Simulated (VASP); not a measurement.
A run of VASP 6.6.1 is set up as follows.

Contents of INCAR:

```
SYSTEM = HgTe
ALGO = Normal ; EDIFF = 1E-6
ENCUT = 520 ; GGA = PE
ISIF = 2 ; ISMEAR = -1
LASPH = .True. ; LCHARG = .False.
LREAL = .False. ; LWAVE = .False.
NBANDS = 16 ; NELM = 100
PREC = Accurate ; SIGMA = 0.02
```

File KPOINTS:

```
k-points
0
Gamma
  6 6 6
  0 0 0
```

File POSCAR:

```
HgTe
1.0
    0.0000000000      3.2891578929      3.2891578929
    3.2891578929      0.0000000000      3.2891578929
    3.2891578929      3.2891578929      0.0000000000
Hg Te
1 1
Direct
    0.0000000000      0.0000000000      0.0000000000
    0.2500000000      0.2500000000      0.2500000000
```

Potentials or basis: VASP PAW PBE potentials, release 64 (Hg, Te).

The run is started by

```sh
$ cat potpaw_PBE.64/Hg/POTCAR potpaw_PBE.64/Te/POTCAR > POTCAR
$ mpirun -np 1 vasp_std > vasp.out
```

What does it give for the band gap on the k mesh?

Zero (filled and empty bands touch).

Estimate the pressure.

1.3 GPa.

Caveat: spin-orbit coupling is left out, which moves the levels of the heavy elements.
